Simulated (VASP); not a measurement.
Pb, 2 atoms in the cell. The structure is hexagonal, space group P6_3/mmc (No. 194). Conventional cell: a = 3.456 Å, b = 3.456 Å, c = 5.762 Å, α = 90.00°, β = 90.00°, γ = 120.00°. Pb (site symmetry -6m2) has 12 Pb at 3.46 to 3.50 Å within 4.5 Å. 

```yaml
Program: VASP 6.6.1
Task: single point
Functional: PBEsol
Potentials_or_basis: VASP PAW PBE potentials, release 64 (Pb_d)
Cutoff: 520 eV
k_mesh: 14 × 14 × 8
Occupations: fermi-dirac, width 0.05 eV
Spin: no spin polarisation
Dipole_correction: no
Further_INCAR_settings: ALGO = Normal; EDIFF = 1e-06; NBANDS = 21
```

Potentials or basis: VASP PAW PBE potentials, release 64 (Pb_d).

Launch:

```sh
$ cat potpaw_PBE.64/Pb_d/POTCAR > POTCAR
$ mpirun -np 1 vasp_std > vasp.out
```

Hardware: 1 thread of AMD EPYC 7R13, with other jobs on the host.

Q: How long does it take, and how much memory?

A: Run time: 3.8 min on 1 thread of AMD EPYC 7R13 (shared host), peak memory 0.23 GiB. Counts: scf iterations 10, k points 120.
